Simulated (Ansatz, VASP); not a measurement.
## One calculation of YPtS2, two programs

INCAR

```
PREC = Accurate ; ENCUT = 520
EDIFF = 1E-6 ; ISMEAR = 0
SIGMA = 0.1 ; LREAL = False
LASPH = True ; NELM = 150
ALGO = Normal ; ISIF = 2
LWAVE = False ; LCHARG = True
ISPIN = 2 ; MAGMOM = 0 1 0 0
LORBIT = 11 ; LMAXMIX = 4
GGA = PE ; LELF = True
LVHAR = True ; NBANDS = 28
```

File KPOINTS:

```
Automatic mesh
0
Gamma
  6 6 4
```

The input POSCAR:

```
YPtS2
1.0
    3.5369881100      0.0000000000      0.0000000000
   -1.7684940600      3.0631215600      0.0000000000
    0.0000000000      0.0000000000      6.9324967000
Y Pt S
1 1 2
Direct
    0.0000000000      0.0000000000      0.5000000000
    0.0000000000      0.0000000000      0.0000000000
    0.3333333300      0.6666666700      0.2500000000
    0.3333333300      0.6666666700      0.7500000000
```

Input for Ansatz:

```yaml
crystal:
  lattice:
    - [3.53698811, 0.0, 0.0]
    - [-1.76849406, 3.06312156, 0.0]
    - [0.0, 0.0, 6.9324967]
  atoms:
    - { symbol: "Y", position: [0.0, 0.0, 0.5] }
    - { symbol: Pt, position: [0.0, 0.0, 0.0], spin: 1.0 }
    - { symbol: S, position: [0.33333333, 0.66666667, 0.25] }
    - { symbol: S, position: [0.33333333, 0.66666667, 0.75] }
basis:
  ecutwfc: 420
kpoints:
  mp_grid: { grid: [6, 6, 4] }
hamiltonian:
  xc: pbe
scf:
  occupations: { method: gaussian, width: 0.1 }
  lower_state_search: "off"
output:
  forces: true
  stress: true
  eigenvalues: true
  populations: true
magnetization:
  spin_polarized: true
```

Alike in both runs: task single point; functional PBE; k mesh 6 × 6 × 4; occupations gaussian, width 0.1 eV; collinear spin.

|  | VASP | Ansatz |
| --- | --- | --- |
| version | VASP 6.6.1 | Ansatz 0.2.0 |
| potentials or method | VASP PAW PBE potentials, release 64 (Y_sv, Pt, S), cutoff 520 eV | scalar-relativistic, plane waves, PAW |
| valence electrons in the cell | 33 | 41 |

```csv
,VASP,Ansatz,Ansatz less VASP
gap on the k mesh at the Fermi level (eV),none,none,-
pressure (GPa),2.8,3.0,+0.17
"traceless stress, the component that is largest in VASP (GPa)",-8.90,-8.90,-0.001
rms of the force components (eV/Å),0.239,0.238,-0.0005
net moment per atom (μB),0.00,0.00,0.000
```

Atom by atom the forces differ by 0.000 eV/Å (rms over components). A gap of «none» marks a metal or a gap that the smearing closes. VASP's potentials hold 33 valence electrons a cell and Ansatz's 41, so a difference there can come from the potentials and not from the codes. Ansatz's warnings: seeded moment not kept.

Spin-orbit coupling is off throughout.
